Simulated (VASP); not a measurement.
Set up this calculation in VASP 6.6.1, as the native input.

* Task: single point
* Functional: PBE
* Potentials or basis: VASP PAW PBE potentials, release 64 (Ba_sv, O)
* Cutoff: 600 eV
* k mesh: 8 × 8 × 8
* Occupations: gaussian, width 0.02 eV
* Spin: no spin polarisation
* Dipole correction: no
* Further INCAR settings: ALGO = Normal; EDIFF = 1e-06; NBANDS = 15

The structure of BaO lies in POSCAR:

```
BaO
1.0
    0.0000000000      2.7870094962      2.7870094962
    2.7870094962      0.0000000000      2.7870094962
    2.7870094962      2.7870094962      0.0000000000
Ba O
1 1
Direct
    0.0000000000      0.0000000000      0.0000000000
    0.5000000000      0.5000000000      0.5000000000
```

One way to write it, as run:

INCAR

```
SYSTEM = BaO
PREC = Accurate
ENCUT = 600
EDIFF = 1E-6
ISMEAR = 0
SIGMA = 0.02
LREAL = .FALSE.
LASPH = .TRUE.
NELM = 120
ALGO = Normal
ISIF = 2
LWAVE = .FALSE.
LCHARG = .FALSE.
GGA = PE
NBANDS = 15
GGA_COMPAT = .FALSE.
```

KPOINTS

```
regular mesh
0
G
  8 8 8
  0 0 0
```

Potentials or basis: VASP PAW PBE potentials, release 64 (Ba_sv, O).

The run is started by

```console
$ cat potpaw_PBE.64/Ba_sv/POTCAR potpaw_PBE.64/O/POTCAR > POTCAR
$ mpirun -np 1 vasp_std > vasp.out
```

It gave:

```
Pressure               : 1.5 GPa
Band gap on the k mesh : 2.04 eV, direct
```

Caveat: spin-orbit coupling is left out, which moves the levels of the heavy elements.

Run time: 15 s on 1 thread of Intel(R) Xeon(R) Platinum 8259CL CPU @ 2.50GHz (Skylake/Cascade Lake) (shared host), peak memory 0.18 GiB.
